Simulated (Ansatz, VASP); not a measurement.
## Two plane-wave programs on Li

The input INCAR:

```
  PREC = Accurate
  ENCUT = 520
  EDIFF = 1E-6
  ISMEAR = -1
  SIGMA = 0.1
  LREAL = False
  LASPH = True
  NELM = 80
  ALGO = Normal
  ISIF = 2
  LWAVE = False
  LCHARG = False
  GGA = CA
  NBANDS = 12
```

File KPOINTS:

```
regular mesh
0
Gamma
  5 5 7
```

Contents of POSCAR:

```
Li
1.0
    4.9571044079      0.0000000000      0.0000000000
   -2.4785471956      4.2929711945      0.0000000000
    0.0000000000      0.0000000000      2.8936467310
Li
3
Direct
    0.0343400000      0.0302900000      0.9506100000
    0.6519400000      0.2961800000      0.5131800000
    0.3400500000      0.6653300000      0.5448200000
```

Input for Ansatz:

```yaml
crystal:
  lattice:
    - [4.957104407864461, 0.0, 0.0]
    - [-2.478547195612747, 4.292971194515479, 0.0]
    - [0.0, 0.0, 2.8936467309941802]
  atoms:
    - { symbol: Li, position: [0.03434, 0.03029, 0.95061] }
    - { symbol: Li, position: [0.65194, 0.29618, 0.51318] }
    - { symbol: Li, position: [0.34005, 0.66533, 0.54482] }
basis:
  ecutwfc: 540.0
  xc_grid: 2
kpoints:
  mp_grid:
    grid: [5, 5, 7]
hamiltonian:
  xc: lda
scf:
  convergence:
    dr2_threshold: 1.0e-09
  occupations:
    method: fermi_dirac
    width: 0.1
output:
  forces: true
  stress: true
```

Alike in both runs: task single point; functional LDA; k mesh 5 × 5 × 7; occupations fermi-dirac, width 0.1 eV; no spin polarisation.

|  | VASP | Ansatz |
| --- | --- | --- |
| version | VASP 6.6.1 | Ansatz 0.2.0 |
| potentials or method | VASP PAW LDA potentials, release 64 (Li_sv), cutoff 520 eV | plane waves, PAW |
| valence electrons in the cell | 9 | 9 |

|  | VASP | Ansatz | Ansatz less VASP |
| --- | --- | --- | --- |
| rms of the force components (eV/Å) | 0.136 | 0.135 | -0.0008 |

LDA's correlation is that of Perdew and Zunger in VASP and of Perdew and Wang (1992) in Ansatz. Atom by atom the forces differ by 0.001 eV/Å (rms over components). Ansatz's warnings: stress scf threshold loose.

Noted on VASP's run: the cutoff is short for stress, so the pressure is rough.
